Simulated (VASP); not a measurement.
# KF (R-3m) in VASP: further runs

Runs on KF. Level: PBEsol. Tasks: single point.

Everything below comes from runs of VASP 6.6.1. Logs are shortened: lines on timing, memory, paths and dates and some standing lists are left out, and cuts for length are marked.

### Step 1. The cell of the first run

The structure is trigonal, space group R-3m (No. 166). The conventional cell has a = 4.337 Å, b = 4.337 Å, c = 6.374 Å, α = 90.00°, β = 90.00°, γ = 120.00°. K (site symmetry -3m) has 8 F at 2.72 to 3.19 Å and 6 K at 3.28 Å within 3.6 Å. F (site symmetry -3m) has 8 K at 2.72 to 3.19 Å and 6 F at 3.28 Å within 3.6 Å.

### Step 2. Single point, PBEsol

Contents of INCAR:

```
SYSTEM = KF
PREC = Accurate
ENCUT = 520
EDIFF = 1E-6
ISMEAR = 0
SIGMA = 0.05
LREAL = .FALSE.
LASPH = .TRUE.
NELM = 80
ALGO = Normal
ISIF = 2
LWAVE = .FALSE.
LCHARG = .TRUE.
GGA = PS
LELF = .TRUE.
LVHAR = .TRUE.
NBANDS = 15
```

Contents of KPOINTS:

```
Automatic mesh
0
G
  8 8 8
  0 0 0
```

Contents of POSCAR:

```
KF
1.0
    3.2712470096      0.2044529381      0.2044529381
    0.2044529381      3.2712470096      0.2044529381
    0.2044529381      0.2044529381      3.2712470096
K F
1 1
Direct
    0.0000000000      0.0000000000      0.0000000000
    0.5000000000      0.5000000000      0.5000000000
```

Potentials or basis: VASP PAW PBE potentials, release 64 (K_sv, F).

On the command line:

```sh
> cat potpaw_PBE.64/K_sv/POTCAR potpaw_PBE.64/F/POTCAR > POTCAR
> mpirun -np 1 vasp_std > vasp.out
```

OUTCAR:

```text
SYSTEM = KF
   PREC = Accurate
   ENCUT = 520
   EDIFF = 1E-6
   ISMEAR = 0
   LREAL = .FALSE.
   LASPH = .TRUE.
   NELM = 80
   ISIF = 2
   GGA = PS

 ion  position               nearest neighbor table
   1  0.000  0.000  0.000-   2 2.72   2 2.72   2 2.72   2 2.72   2 2.72   2 2.72
   2  0.500  0.500  0.500-   1 2.72   1 2.72   1 2.72   1 2.72   1 2.72   1 2.72

  LATTYP: Found a trigonal (rhomboedric) cell.
 ALAT       =     3.2840004576
 COS(alpha) =     0.1279069767

  Lattice vectors:

 A1 = (   3.2712470096,   0.2044529381,   0.2044529381)
 A2 = (   0.2044529381,   3.2712470096,   0.2044529381)
 A3 = (   0.2044529381,   0.2044529381,   3.2712470096)

Analysis of symmetry for initial positions (statically):
=====================================================================
 Subroutine PRICEL returns:
 Original cell was already a primitive cell.

 Routine SETGRP: Setting up the symmetry group for a
 trigonal (rhombohedral) supercell.

 Subroutine GETGRP returns: Found 12 space group operations
 (whereof 12 operations were pure point group operations)
 out of a pool of 12 trial point group operations.

The static configuration has the point symmetry D_3d.

Analysis of symmetry for dynamics (positions and initial velocities):
=====================================================================
 Subroutine PRICEL returns:
 Original cell was already a primitive cell.

 Routine SETGRP: Setting up the symmetry group for a
 trigonal (rhombohedral) supercell.

 Subroutine GETGRP returns: Found 12 space group operations
 (whereof 12 operations were pure point group operations)
 out of a pool of 12 trial point group operations.

The dynamic configuration has the point symmetry D_3d.

 Subroutine INISYM returns: Found 12 space group operations
 (whereof 12 operations are pure point group operations),
 and found     1 'primitive' translations

----------------------------------------------------------------------------------------

                                     Primitive cell

  volume of cell :      34.6127

  direct lattice vectors                    reciprocal lattice vectors
     3.271247010  0.204452938  0.204452938     0.307958220 -0.018115189 -0.018115189
     0.204452938  3.271247010  0.204452938    -0.018115189  0.307958220 -0.018115189
     0.204452938  0.204452938  3.271247010    -0.018115189 -0.018115189  0.307958220

  length of vectors
     3.284000458  3.284000458  3.284000458     0.309021982  0.309021982  0.309021982

  position of ions in fractional coordinates (direct lattice)
     0.000000000  0.000000000  0.000000000
     0.500000000  0.500000000  0.500000000

  ion indices of the primitive-cell ions
   primitive index   ion index
                 1           1
                 2           2

----------------------------------------------------------------------------------------

 KPOINTS: Automatic mesh

Automatic generation of k-mesh.
 Grid dimensions read from file:
 generate k-points for:    8    8    8

 Generating k-lattice:

  Cartesian coordinates                     Fractional coordinates (reciprocal lattice)
     0.038494778 -0.002264399 -0.002264399     0.125000000 -0.000000000  0.000000000
    -0.002264399  0.038494778 -0.002264399    -0.000000000  0.125000000  0.000000000
    -0.002264399 -0.002264399  0.038494778     0.000000000  0.000000000  0.125000000

  Length of vectors
     0.038627748  0.038627748  0.038627748

  Shift w.r.t. Gamma in fractional coordinates (k-lattice)
     0.000000000  0.000000000  0.000000000

 Subroutine IBZKPT returns following result:
 ===========================================

 Found     65 irreducible k-points:

 Following reciprocal coordinates:
            Coordinates               Weight
  0.000000  0.000000  0.000000      1.000000
  0.125000 -0.000000  0.000000      6.000000
  0.250000 -0.000000  0.000000      6.000000
  0.375000 -0.000000 -0.000000      6.000000
  0.500000 -0.000000  0.000000      3.000000
  0.125000  0.125000 -0.000000      6.000000
[... 16 lines left out ...]
  0.250000  0.125000  0.125000      6.000000
  0.375000  0.125000  0.125000      6.000000
 [... further k-points ...]
   k-points           NKPTS =     65   k-points in BZ     NKDIM =     65   number of bands    NBANDS=     15
   number of dos      NEDOS =    301   number of ions     NIONS =      2
   total plane-waves  NPLWV =  13824
   dimension x,y,z NGX =    24 NGY =   24 NGZ =   24
   dimension x,y,z NGXF=    48 NGYF=   48 NGZF=   48
   ions per type =               1   1
   NGX,Y,Z   is equivalent  to a cutoff of  12.15, 12.15, 12.15 a.u.
   NGXF,Y,Z  is equivalent  to a cutoff of  24.30, 24.30, 24.30 a.u.
 SYSTEM =  KF
   PREC   = accura    normal or accurate (medium, high low for compatibility)
   ISTART =      0    job   : 0-new  1-cont  2-samecut
   ICHARG =      2    charge: 1-file 2-atom 10-const
   ISPIN  =      1    spin polarized calculation?
   LNONCOLLINEAR =      F non collinear calculations
   LSORBIT =      F    spin-orbit coupling
   LASPH  =      T    aspherical Exc in radial PAW
   ENCUT  =  520.0 eV  38.22 Ry    6.18 a.u.   6.11  6.11  6.11*2*pi/ulx,y,z
   NELM   =     80;   NELMIN=  2; NELMDL= -5     # of ELM steps
   EDIFF  = 0.1E-05   stopping-criterion for ELM
   LREAL  =      F    real-space projection
   EDIFFG = 0.1E-04   stopping-criterion for IOM
   NSW    =      0    number of steps for IOM
   IBRION =     -1    ionic relax: 0-MD 1-quasi-New 2-CG
   NFREE  =      0    steps in history (QN), initial steepest desc. (CG)
   ISIF   =      2    stress and relaxation
   ISYM   =      2    0-nonsym 1-usesym 2-fastsym
   POTIM  = 0.5000    time-step for ionic-motion
   TEBEG  =    0.0;   TEEND  =   0.0 temperature during run
   PSTRESS=    0.0 pullay stress
   NELECT =      16.0000    total number of electrons
   NUPDOWN=      -1.0000    fix difference up-down
   EMIN   =  10.00;   EMAX   =-10.00  energy-range for DOS
   EFERMI =   0.00;   METHOD = LEGACY
   ISMEAR =     0;   SIGMA  =   0.05  broadening in eV -4-tet -1-fermi 0-gaus
   EFERMI_NEDOS =   21; number of points for ismear=-14 and -15
   IALGO  =     38    algorithm
   IMIX   =      4    mixing-type and parameters
     AMIX     =   0.40;   BMIX     =  1.00
     AMIX_MAG =   1.60;   BMIX_MAG =  1.00
  volume/ion in A,a.u.               =      17.31       116.79
  Fermi-wavevector in a.u.,A,eV,Ry     =   1.265814  2.392041 21.800402  1.602284
  Thomas-Fermi vector in A             =   2.399047
   LORBIT       =      0    0 simple, 1 ext, 2 COOP (PROOUT), +10 PAW based schemes
   GGA     = PS    functional components
   LHFCALC =     F    Hartree Fock is set to
   AEXX    =    0.0000 exact exchange contribution
   IVDW    =     0    specifies the selected vdW correction
   LEPSILON=     F    determine dielectric tensor
   LRPA    =     F    only Hartree local field effects (RPA)
 non-spin polarized calculation
 Gauss-broadening in eV      SIGMA  =   0.05
  energy-cutoff  :      520.00
  volume of cell :       34.61
 maximum number of plane-waves:       945
   NGX = 13   NGY = 13   NGZ = 13

 number of electron      15.9999988 magnetization

 Free energy of the ion-electron system (eV)
  ---------------------------------------------------
  ext. energy  EPLUGINS =         0.00000000
  ---------------------------------------------------
  free energy    TOTEN  =        -8.34561015 eV

  energy without entropy =       -8.34561015  energy(sigma->0) =       -8.34561015

 E-fermi :  -1.9591     XC(G=0):  -9.2270

 val. band max:       -2.2024405751   @ k =   0.0000   0.0000   0.0000
 cond. band min:       3.9084143582   @ k =   0.0000   0.0000   0.0000
 fundamental gap:      6.1108549333
 Fermi energy:        -1.9590828286

 k-point     1 :       0.0000    0.0000    0.0000
  band No.  band energies     occupation
      1     -28.8846      2.00000
      2     -20.9707      2.00000
      3     -12.0189      2.00000
      4     -12.0189      2.00000
      5     -11.9546      2.00000
      6      -2.2808      2.00000
      7      -2.2808      2.00000
      8      -2.2024      2.00000
      9       3.9084      0.00000
     10       6.2615      0.00000
     11       6.2615      0.00000
     12      11.2961      0.00000
     13      11.2961      0.00000
     14      11.8452      0.00000
     15      16.6443      0.00000

 k-point     2 :       0.1250   -0.0000    0.0000
  band No.  band energies     occupation
      1     -28.8660      2.00000
      2     -20.9785      2.00000
      3     -12.0987      2.00000
      4     -12.0017      2.00000
      5     -11.9604      2.00000
      6      -2.4650      2.00000
      7      -2.3192      2.00000
      8      -2.2306      2.00000
      9       4.3244      0.00000
     10       6.3912      0.00000
     11       6.5795      0.00000
     12      11.1729      0.00000
     13      11.2559      0.00000
     14      11.6414      0.00000
     15      16.7164      0.00000

 k-point     3 :       0.2500   -0.0000    0.0000
  band No.  band energies     occupation
      1     -28.8205      2.00000
      2     -20.9983      2.00000
      3     -12.3289      2.00000
      4     -11.9596      2.00000
      5     -11.9258      2.00000
      6      -2.8970      2.00000
      7      -2.4130      2.00000
      8      -2.2558      2.00000
      9       5.3404      0.00000
     10       6.7338      0.00000
     11       7.3532      0.00000
     12      10.8463      0.00000
     13      10.9321      0.00000
     14      11.6956      0.00000
     15      15.9280      0.00000
[... 343 lines left out ...]
 k-point    23 :       0.2500    0.1250    0.1250
  band No.  band energies     occupation
      1     -28.7957      2.00000
      2     -20.9643      2.00000
      3     -12.3265      2.00000
      4     -12.0607      2.00000
      5     -12.0389      2.00000
      6      -2.7977      2.00000
      7      -2.5139      2.00000
      8      -2.3246      2.00000
      9       5.7044      0.00000
     10       7.1118      0.00000
     11       7.5913      0.00000
     12       9.8965      0.00000
     13      10.3547      0.00000
     14      10.7779      0.00000
     15      17.0728      0.00000

 k-point    24 :       0.3750    0.1250    0.1250
  band No.  band energies     occupation
      1     -28.7504      2.00000
      2     -20.9778      2.00000
      3     -12.5568      2.00000
      4     -12.0429      2.00000
      5     -11.9946      2.00000
      6      -3.1393      2.00000
      7      -2.6126      2.00000
      8      -2.2835      2.00000
      9       6.7309      0.00000
     10       7.4915      0.00000
     11       7.7463      0.00000
     12      10.1157      0.00000
     13      10.4540      0.00000
     14      10.8702      0.00000
     15      15.5241      0.00000

 [... further k-points ...]
[... 5 lines left out ...]
  --------------------------------------------------------------------------------------
  -------------------------------------------------------------------------------------
  Total       -0.2892904     -0.2892904     -0.2892904      0.0686436      0.0686436      0.0686436
  in kB      -13.3908923    -13.3908923    -13.3908923      3.1774268      3.1774268      3.1774268
  external PRESSURE =     -13.3908923 kB  Pullay stress =       0.0000000 kB

 VOLUME and BASIS-vectors are now :
 -----------------------------------------------------------------------------
  energy-cutoff  :      520.00
  volume of cell :       34.61
      direct lattice vectors                 reciprocal lattice vectors
     3.271247010  0.204452938  0.204452938     0.307958220 -0.018115189 -0.018115189
     0.204452938  3.271247010  0.204452938    -0.018115189  0.307958220 -0.018115189
     0.204452938  0.204452938  3.271247010    -0.018115189 -0.018115189  0.307958220

 POSITION                                       TOTAL-FORCE (eV/Angst)
 -----------------------------------------------------------------------------------
      0.00000      0.00000      0.00000        -0.000000      0.000000      0.000000
      1.84008      1.84008      1.84008         0.000000     -0.000000     -0.000000
 -----------------------------------------------------------------------------------
    total drift:                               -0.000000      0.000000     -0.000000

  FREE ENERGIE OF THE ION-ELECTRON SYSTEM (eV)
  ---------------------------------------------------
  free  energy   TOTEN  =        -8.3456101534 eV

  energy  without entropy=       -8.3456101534  energy(sigma->0) =       -8.34561015
```

It took 32 s on 1 thread of Intel Xeon 8259CL, shared host; peak memory 0.16 GiB.

Results:

- Free energy: -8.3456 eV
- Pressure: -1.3 GPa
- Band gap on the k mesh: 6.11 eV

Caveat: the PAW data sets were made with another functional, which shifts forces and pressure a little. A k mesh can miss the band edges.

### Step 3. Single point, PBEsol

This run uses another cell than the first one, of the same volume but with other edges.

Contents of INCAR:

```
SYSTEM = KF
ALGO = Normal
EDIFF = 1E-6
ENCUT = 520
GGA = PS
ISIF = 2
ISMEAR = 0
LASPH = .TRUE.
LCHARG = .FALSE.
LREAL = .FALSE.
LWAVE = .FALSE.
NBANDS = 15
NELM = 80
PREC = Accurate
SIGMA = 0.05
```

Contents of KPOINTS:

```
k-points
0
G
  8 8 8
  0 0 0
```

Contents of POSCAR:

```
KF
1.0
    3.3677707910      0.6371458253      0.6371458253
    0.6371458253      3.3677707910      0.6371458253
    0.6371458253      0.6371458253      3.3677707910
K F
1 1
Direct
    0.0000000000      0.0000000000      0.0000000000
    0.5000000000      0.5000000000      0.5000000000
```

Potentials or basis: VASP PAW PBE potentials, release 64 (K_sv, F).

On the command line:

```sh
> cat potpaw_PBE.64/K_sv/POTCAR potpaw_PBE.64/F/POTCAR > POTCAR
> mpirun -np 1 vasp_std > vasp.out
```

It took 56 s on 1 thread of Intel Xeon 8259CL, shared host; peak memory 0.17 GiB.

It converged, with:

| Quantity | Value |
| --- | --- |
| Free energy | -8.4570 eV |
| Pressure | 2.5 GPa |
| Band gap on the k mesh | 6.37 eV |

Stress tensor (GPa, compression positive):
```
2.53 0.80 0.80
0.80 2.53 0.80
0.80 0.80 2.53
```

Levels at points of the mesh, in eV from the valence-band top:
```tsv
k point	band 6	band 7	band 8	band 9	band 10	band 11
(0.00, 0.00, 0.00)	-0.11	-0.11	0.00	6.37	10.03	10.03
(0.50, 0.00, 0.00)	-1.05	-0.56	-0.31	9.07	10.92	11.40
(0.50, 0.50, 0.00)	-0.32	-0.19	-0.06	8.02	10.41	12.41
(0.50, 0.50, 0.50)	-1.05	-0.74	-0.74	9.43	11.63	12.44
```

Caveat: the PAW data sets were made with another functional, which shifts forces and pressure a little. A k mesh can miss the band edges.
